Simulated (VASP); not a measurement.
Runs of VASP 6.6.1 on C. The structure is that of space group Fmmm (No. 69), or close to it. The cells are those of the table. 

```csv
cell,gap on the mesh (eV),pressure (GPa)
"a = 2.462, b = 2.462, c = 6.607 Å, angles 90.0, 90.0, 120.0°, 4 atoms",none,(b)
"a = 2.455, b = 2.455, c = 6.233 Å, angles 90.0, 90.0, 119.9°, 4 atoms",none,5.4
"a = 2.450, b = 2.450, c = 6.051 Å, angles 90.0, 90.0, 119.9°, 4 atoms",none,8.4
"a = 2.459, b = 2.459, c = 6.418 Å, angles 90.0, 90.0, 120.0°, 4 atoms",none,(a)
"a = 2.468, b = 2.468, c = 7.190 Å, angles 90.0, 90.0, 120.0°, 4 atoms",none,-0.9
```

Alike in all rows: task single point; level PBE+D3(BJ); potentials or basis VASP PAW PBE potentials, release 64 (C); no spin polarisation; k mesh 18 × 18 × 6; cutoff (eV) 520; smearing gaussian 0.1 eV.

**Question.** Estimate the missing entries.

**Answer.** (a) 3.2; (b) 1.6.

Caveats: the cell stands under pressure (at least some runs).

A gap of «none» marks levels without a gap at the run's occupations.
